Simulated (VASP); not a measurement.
# TaN (P6/mmm) in VASP: a series of runs, part 2 of 2

VASP 6.6.1. Earlier steps stand in the parts before.

**4. Relaxation of cell and atoms, PBEsol, target pressure 10 GPa, at which the enthalpy is minimised**

The input, INCAR:

```
PREC     = Accurate       # precision mode
ENCUT    = 600            # plane-wave cutoff, eV
EDIFF    = 1E-7           # SCF threshold, eV
ISMEAR   = 0              # smearing method
SIGMA    = 0.1            # smearing width, eV
LREAL    = F              # projectors in reciprocal space
LASPH    = T              # aspherical terms in the spheres
NELM     = 120            # most SCF steps
ALGO     = Normal         # electronic algorithm
ISIF     = 3              # what is computed and relaxed
LWAVE    = F              # write WAVECAR
LCHARG   = F              # write CHGCAR
GGA      = PS             # functional
IBRION   = 2              # ionic algorithm
NSW      = 80             # ionic steps
EDIFFG   = -0.01          # ionic threshold
PSTRESS  = 100.0        
GGA_COMPAT= F            
NELMIN   = 4
```

The input, KPOINTS:

```
regular mesh
0
Gamma
  6 6 9
```

The input, POSCAR:

```
TaN
1.0
    5.1910000000      0.0000000000      0.0000000000
   -2.5955000000      4.4955378710      0.0000000000
    0.0000000000      0.0000000000      2.9080000000
Ta N
3 3
Direct
    0.0000000000      0.0000000000      0.0000000000
    0.3333333333      0.6666666667      0.5000000000
    0.6666666667      0.3333333333      0.5000000000
    0.5000000000      0.0000000000      0.0000000000
    0.0000000000      0.5000000000      0.0000000000
    0.5000000000      0.5000000000      0.0000000000
```

Potentials or basis: VASP PAW PBE potentials, release 64 (Ta_pv, N).

Run with:

```console
$ cat potpaw_PBE.64/Ta_pv/POTCAR potpaw_PBE.64/N/POTCAR > POTCAR
$ mpirun -np 1 vasp_std > vasp.out
```

OUTCAR:

```text
PREC = Accurate
   ENCUT = 600
   EDIFF = 1E-7
   ISMEAR = 0
   LREAL = F
   LASPH = T
   NELM = 120
   ISIF = 3
   GGA = PS
   IBRION = 2
   NSW = 80
   EDIFFG = -0.01
   PSTRESS = 100.0
   NELMIN = 4

 ion  position               nearest neighbor table
   1  0.000  0.000  0.000-   5 2.60   6 2.60   5 2.60   6 2.60   4 2.60   4 2.60   3 3.33   3 3.33
                             2 3.33   2 3.33   2 3.33   3 3.33   2 3.33   3 3.33   2 3.33   3 3.33
   2  0.333  0.667  0.500-   4 2.09   4 2.09   5 2.09   5 2.09   6 2.09   6 2.09   3 3.00   3 3.00
                             3 3.00   1 3.33   1 3.33   1 3.33   1 3.33   1 3.33   1 3.33
   3  0.667  0.333  0.500-   4 2.09   4 2.09   5 2.09   5 2.09   6 2.09   6 2.09   2 3.00   2 3.00
                             2 3.00   1 3.33   1 3.33   1 3.33   1 3.33   1 3.33   1 3.33
   4  0.500  0.000  0.000-   2 2.09   3 2.09   2 2.09   3 2.09   1 2.60   1 2.60
   5  0.000  0.500  0.000-   2 2.09   3 2.09   2 2.09   3 2.09   1 2.60   1 2.60
   6  0.500  0.500  0.000-   2 2.09   3 2.09   2 2.09   3 2.09   1 2.60   1 2.60

  LATTYP: Found a hexagonal cell.
 ALAT       =     5.1910000000
 C/A-ratio  =     0.5602003468

  Lattice vectors:

 A1 = (   5.1910000000,   0.0000000000,   0.0000000000)
 A2 = (  -2.5955000000,   4.4955378710,   0.0000000000)
 A3 = (   0.0000000000,   0.0000000000,   2.9080000000)

Analysis of symmetry for initial positions (statically):
=====================================================================
 Subroutine PRICEL returns:
 Original cell was already a primitive cell.

 Routine SETGRP: Setting up the symmetry group for a
 hexagonal supercell.

 Subroutine GETGRP returns: Found 24 space group operations
 (whereof 24 operations were pure point group operations)
 out of a pool of 24 trial point group operations.

The static configuration has the point symmetry D_6h.

[... 142 lines left out ...]
  Fermi-wavevector in a.u.,A,eV,Ry     =   1.458634  2.756418 28.947918  2.127612
  Thomas-Fermi vector in A             =   2.575295
   LORBIT       =      0    0 simple, 1 ext, 2 COOP (PROOUT), +10 PAW based schemes
   GGA     = PS    functional components
   LHFCALC =     F    Hartree Fock is set to
   AEXX    =    0.0000 exact exchange contribution
   IVDW    =     0    specifies the selected vdW correction
   LEPSILON=     F    determine dielectric tensor
   LRPA    =     F    only Hartree local field effects (RPA)
 conjugate gradient relaxation of ions
 non-spin polarized calculation
 Gauss-broadening in eV      SIGMA  =   0.10
  energy-cutoff  :      600.00
  volume of cell :       67.86
 maximum number of plane-waves:      2292
 NGX is ok and might be reduce to    42
   NGX = 21   NGY = 21   NGZ = 11

--------------------------------------- Ionic step        1  -------------------------------------------

 number of electron      48.0000002 magnetization

 Free energy of the ion-electron system (eV)
  ---------------------------------------------------
  ext. energy  EPLUGINS =         0.00000000
  ---------------------------------------------------
  free energy    TOTEN  =       -68.70531402 eV

  energy without entropy =      -68.70221127  energy(sigma->0) =      -68.70376265

------------------------ aborting loop because EDIFF is reached ----------------------------------------

  FORCE on cell =-STRESS in cart. coord.  units (eV):
  Direction    XX          YY          ZZ          XY          YZ          ZX
  --------------------------------------------------------------------------------------
  -------------------------------------------------------------------------------------
  Total        0.5109087      0.5109087      1.1649015      0.0000000     -0.0000000     -0.0000000
  in kB       12.0622063     12.0622063     27.5025334      0.0000000     -0.0000000     -0.0000000
  external PRESSURE =     -82.7910180 kB  Pullay stress =     100.0000000 kB
[... 197 lines left out ...]
--------------------------------------- Ionic step        6  -------------------------------------------

 number of electron      48.0000003 magnetization

 Free energy of the ion-electron system (eV)
  ---------------------------------------------------
  ext. energy  EPLUGINS =         0.00000000
  ---------------------------------------------------
  free energy    TOTEN  =       -68.64412349 eV

  energy without entropy =      -68.64125720  energy(sigma->0) =      -68.64269035

 E-fermi :   8.1506     XC(G=0): -13.3398

 val. band max:        8.1388578020   @ k =   0.1667   0.0000   0.2222
 cond. band min:       8.1915208285   @ k =   0.0000   0.0000   0.2222
 fundamental gap:      0.0526630265
 Fermi energy:         8.1505958438

 k-point     1 :       0.0000    0.0000    0.0000
  band No.  band energies     occupation
      1     -27.8194      2.00000
      2     -27.8194      2.00000
      3     -27.4027      2.00000
      4     -27.4027      2.00000
      5     -27.1845      2.00000
      6     -27.0629      2.00000
[... 733 lines left out ...]
     27      10.3504      0.00000
     28      11.0174      0.00000

 [... further k-points ...]

------------------------ aborting loop because EDIFF is reached ----------------------------------------

  FORCE on cell =-STRESS in cart. coord.  units (eV):
  Direction    XX          YY          ZZ          XY          YZ          ZX
  --------------------------------------------------------------------------------------
  -------------------------------------------------------------------------------------
  Total        4.1280051      4.1280051      4.1344255      0.0000000      0.0000000      0.0000000
  in kB      100.0592219    100.0592219    100.2148480      0.0000000      0.0000000      0.0000000
  external PRESSURE =       0.1110973 kB  Pullay stress =     100.0000000 kB
[... 25 lines left out ...]
  energy  without entropy=      -68.6412572014  energy(sigma->0) =      -68.64269035

  enthalpy is  TOTEN    =       -64.5185616349 eV   P V=        4.1255618559

 reached required accuracy - stopping structural energy minimisation
```

OSZICAR:

```text
N       E                     dE             d eps       ncg     rms          rms(c)
DAV:   1     0.483726141719E+03    0.48373E+03   -0.29217E+04  1968   0.200E+03
[... 61 lines left out ...]
DAV:   1    -0.686457167990E+02   -0.49334E-02   -0.10407E-01  2000   0.237E+00    0.222E-01
DAV:   2    -0.686445887042E+02    0.11281E-02   -0.26151E-03  2460   0.366E-01    0.123E-01
DAV:   3    -0.686441298223E+02    0.45888E-03   -0.11729E-03  2392   0.197E-01    0.473E-02
DAV:   4    -0.686441248066E+02    0.50157E-05   -0.94954E-05  2476   0.654E-02    0.386E-02
DAV:   5    -0.686441240352E+02    0.77142E-06   -0.62600E-06  2364   0.196E-02    0.136E-02
DAV:   6    -0.686441234864E+02    0.54874E-06   -0.12121E-06  2368   0.738E-03    0.221E-03
DAV:   7    -0.686441234908E+02   -0.43674E-08   -0.64102E-08  1292   0.194E-03
   6 F= -.64518562E+02 E0= -.64517128E+02  d E =-.491892E-02
```

CONTCAR:

```text
TaN
   1.00000000000000
     5.1279690557764201    0.0000000000000000   -0.0000000000000000
    -2.5639845278882101    4.4409514720766481    0.0000000000000000
     0.0000000000000000   -0.0000000000000000    2.9025002251729615
  Ta              N
     3     3
Direct
     0.0000000000000000    0.0000000000000000    0.0000000000000000
     0.3333333332999970    0.6666666667000030    0.5000000000000000
     0.6666666667000030    0.3333333332999970    0.5000000000000000
     0.5000000000000000    0.0000000000000000    0.0000000000000000
     0.0000000000000000    0.5000000000000000    0.0000000000000000
     0.5000000000000000    0.5000000000000000    0.0000000000000000

  0.00000000E+00  0.00000000E+00  0.00000000E+00
  0.00000000E+00  0.00000000E+00  0.00000000E+00
  0.00000000E+00  0.00000000E+00  0.00000000E+00
  0.00000000E+00  0.00000000E+00  0.00000000E+00
  0.00000000E+00  0.00000000E+00  0.00000000E+00
  0.00000000E+00  0.00000000E+00  0.00000000E+00
```

Wall time 5.3 min (1 thread of Intel Xeon Platinum 8259CL at 2.50GHz (Skylake/Cascade Lake), shared host); peak memory 0.25 GiB.

What came out:

| Property | Result |
| --- | --- |
| Free energy | -68.6441 eV |
| Relaxed volume | 11.02 Å³/atom |
| Relaxed cell | a = 5.128 Å, b = 5.128 Å, c = 2.903 Å, α = 90.00°, β = 90.00°, γ = 120.00° |
| Space group after relaxing (to 0.1 Å) | P6/mmm (No. 191) |
| Energy change on relaxing (the run minimises the enthalpy) | +10.2 meV/atom |
| Ionic steps | 6 |
| Pressure after relaxing | 10.0 GPa |
| Band gap on the k mesh | zero (bands 24 and 25 overlap by 2.14 eV) |

Step by step:
```csv
step,energy change (eV),largest force (eV/Å),pressure (GPa),volume (Å³)
1,0.0000,0.0000,1.72,67.86
2,0.5928,0.0000,35.29,62.28
3,0.0568,0.0000,9.97,66.25
4,0.0589,0.0000,10.16,66.21
5,0.0645,0.0000,9.97,66.06
6,0.0612,0.0000,10.01,66.10
```

Final structure:
```
CELL_PARAMETERS angstrom
5.12797 0.00000 0.00000
-2.56398 4.44095 0.00000
0.00000 0.00000 2.90250
ATOMIC_POSITIONS crystal
Ta 0.00000 0.00000 0.00000
Ta 0.33333 0.66667 0.50000
Ta 0.66667 0.33333 0.50000
N 0.50000 0.00000 0.00000
N 0.00000 0.50000 0.00000
N 0.50000 0.50000 0.00000
```

Caveat: the cell is relaxed towards a set pressure, so the run minimises the enthalpy, not the energy; the PAW data sets were made with another functional, which shifts forces and pressure a little; spin-orbit coupling is left out, which moves the levels of the heavy elements.

**5. The runs side by side**

```csv
cell,gap on the mesh (eV),pressure (GPa)
relaxed to 2 GPa,none,2.1
relaxed to 5 GPa,none,5.0
relaxed to 10 GPa,none,10.0
```

Alike in all rows: task relaxation of cell and atoms; level PBEsol; potentials or basis VASP PAW PBE potentials, release 64 (Ta_pv, N); no spin polarisation; k mesh 6 × 6 × 9; cutoff (eV) 600; smearing gaussian 0.1 eV.

Caveats: the cell is relaxed towards a set pressure, so the run minimises the enthalpy, not the energy; the PAW data sets were made with another functional, which shifts forces and pressure a little; spin-orbit coupling is left out, which moves the levels of the heavy elements.

Total energies depend on the potentials used, so only differences within one code and one set of settings carry meaning.
